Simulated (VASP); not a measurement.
Set up this calculation in VASP 6.6.1, as the native input.

* Task: single point
* Functional: PBE
* Potentials or basis: VASP PAW PBE potentials, release 64 (B, As)
* Cutoff: 520 eV
* k mesh: 6 × 6 × 6
* Occupations: gaussian, width 0.01 eV
* Spin: no spin polarisation
* Dipole correction: no
* Further INCAR settings: ALGO = Normal; EDIFF = 1e-07; NBANDS = 11

The structure of BAs lies in POSCAR:

```
BAs
1.0
    0.0000000000      2.4157862801      2.4157862801
    2.4157862801      0.0000000000      2.4157862801
    2.4157862801      2.4157862801      0.0000000000
B As
1 1
Direct
    0.0000000000      0.0000000000      0.0000000000
    0.2500000000      0.2500000000      0.2500000000
```

This cell differs from its parent crystal: strain +1.0%.

The input as run:

INCAR

```
PREC = Accurate ; ENCUT = 520
EDIFF = 1E-7 ; ISMEAR = 0
SIGMA = 0.01 ; LREAL = False
LASPH = True ; NELM = 100
ALGO = Normal ; ISIF = 2
LWAVE = False ; LCHARG = False
GGA = PE ; NBANDS = 11
```

KPOINTS

```
regular mesh
0
Gamma
  6 6 6
```

Potentials or basis: VASP PAW PBE potentials, release 64 (B, As).

The run is started by

```console
$ cat potpaw_PBE.64/B/POTCAR potpaw_PBE.64/As/POTCAR > POTCAR
$ mpirun -np 1 vasp_std > vasp.out
```

It gave:

| Item | Value |
| --- | --- |
| Pressure | -1.2 GPa |
| Band gap on the k mesh | 1.30 eV, indirect (least direct gap 3.23 eV) |

Caveat: the cell differs from its parent crystal (strain +1.0%).

Wall time 6.1 s on 1 thread of Intel Xeon 6975P-C, with other jobs on the host, peak memory 0.15 GiB.
